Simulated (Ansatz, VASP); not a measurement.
**Two plane-wave programs on TiB2**

```
CELL_PARAMETERS angstrom
3.03210 0.00000 0.00000
-1.51605 2.62588 0.00000
0.00000 0.00000 3.22341
ATOMIC_POSITIONS crystal
Ti 0.00000 0.00000 0.00000
B 0.33333 0.66667 0.50000
B 0.66667 0.33333 0.50000
```

Alike in both runs: task relaxation of cell and atoms; functional LDA; k mesh 15 × 15 × 14; occupations gaussian, width 0.1 eV; no spin polarisation.

|  | VASP | Ansatz |
| --- | --- | --- |
| version | VASP 6.6.1 | Ansatz 0.2.0 |
| potentials or method | VASP PAW LDA potentials, release 64 (Ti_sv, B), cutoff 600 eV | scalar-relativistic, plane waves, PAW |
| valence electrons in the cell | 18 | 18 |

Ansatz gave:

| Item | Value |
| --- | --- |
| gap on the k mesh at the Fermi level, each at its own relaxed structure (eV) | none |
| relaxed volume (Å³/atom) | 8.17 |
| relaxed length of the cell vector where the two differ most in proportion (Å) | 3.159 |

**Question.** Which values does VASP return?

**Answer.** gap on the k mesh at the Fermi level, each at its own relaxed structure (eV): none; relaxed volume (Å³/atom): 8.19; relaxed length of the cell vector where the two differ most in proportion (Å): 3.162.

LDA's correlation is that of Perdew and Zunger in VASP and of Perdew and Wang (1992) in Ansatz. A gap of «none» marks a metal or a gap that the smearing closes.
